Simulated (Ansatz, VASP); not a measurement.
**SiC in VASP and in Ansatz**

The input INCAR:

```
SYSTEM = SiC
ALGO = Normal
EDIFF = 1E-7
ENCUT = 520
GGA = PE
ISIF = 2
ISMEAR = 0
LASPH = .TRUE.
LCHARG = .FALSE.
LREAL = .FALSE.
LWAVE = .FALSE.
NBANDS = 26
NELM = 80
PREC = Accurate
SIGMA = 0.05
```

KPOINTS

```
k-points
0
G
  10 10 3
  0 0 0
```

Contents of POSCAR:

```
SiC
1.0
   -3.0941201809      0.0000000000      0.0000000000
   -1.5470600905     -2.6795866790      0.0000000000
    0.0000000000      0.0000000000     10.3793391998
Si C
4 4
Direct
    0.6666666667      0.6666666667      0.0917790101
    0.3333333333      0.3333333333      0.5797358542
    1.0000000000      1.0000000000      0.8237683115
    1.0000000000      1.0000000000      0.3358114674
    0.6666666667      0.6666666667      0.8841850682
    0.3333333333      0.3333333333      0.3962282241
    0.0000000000      0.0000000000      0.6408315858
    0.0000000000      0.0000000000      0.1528747417
```

Input for Ansatz:

```yaml
crystal:
  lattice:
    - [-3.0941201809, 0.0, 0.0]
    - [-1.5470600905, -2.679586679, 0.0]
    - [0.0, 0.0, 10.3793391998]
  atoms:
    - { symbol: Si, position: [0.6666666667, 0.6666666667, 0.0917790101] }
    - { symbol: Si, position: [0.3333333333, 0.3333333333, 0.5797358542] }
    - { symbol: Si, position: [1.0, 1.0, 0.8237683115] }
    - { symbol: Si, position: [1.0, 1.0, 0.3358114674] }
    - { symbol: C, position: [0.6666666667, 0.6666666667, 0.8841850682] }
    - { symbol: C, position: [0.3333333333, 0.3333333333, 0.3962282241] }
    - { symbol: C, position: [0.0, 0.0, 0.6408315858] }
    - { symbol: C, position: [0.0, 0.0, 0.1528747417] }
basis:
  ecutwfc: 420
kpoints:
  mp_grid: { grid: [10, 10, 3] }
hamiltonian:
  xc: pbe
scf:
  occupations: { method: gaussian, width: 0.05 }
output:
  forces: true
  stress: true
  eigenvalues: true
```

Alike in both runs: task single point; functional PBE; k mesh 10 × 10 × 3; occupations gaussian, width 0.05 eV; no spin polarisation.

|  | VASP | Ansatz |
| --- | --- | --- |
| version | VASP 6.6.1 | Ansatz 0.2.0 |
| potentials or method | VASP PAW PBE potentials, release 64 (Si, C), cutoff 520 eV | scalar-relativistic, plane waves, PAW |
| valence electrons in the cell | 32 | 32 |

Ansatz gave:

| Quantity | Value |
| --- | --- |
| gap on the k mesh at the Fermi level (eV) | 1.95 |
| least direct gap on the mesh (eV) | 3.20 |
| pressure (GPa) | -3.3 |
| traceless stress, the component that is largest in VASP (GPa) | -6.26 |
| rms of the force components (eV/Å) | 0.535 |

**Question.** What did VASP give for the same quantities?

**Answer.** gap on the k mesh at the Fermi level (eV): 1.96; least direct gap on the mesh (eV): 3.20; pressure (GPa): -3.3; traceless stress, the component that is largest in VASP (GPa): -6.29; rms of the force components (eV/Å): 0.534.

Atom by atom the forces differ by 0.002 eV/Å (rms over components). With one functional, cell and mesh, what is left measures potentials, basis and numerics.
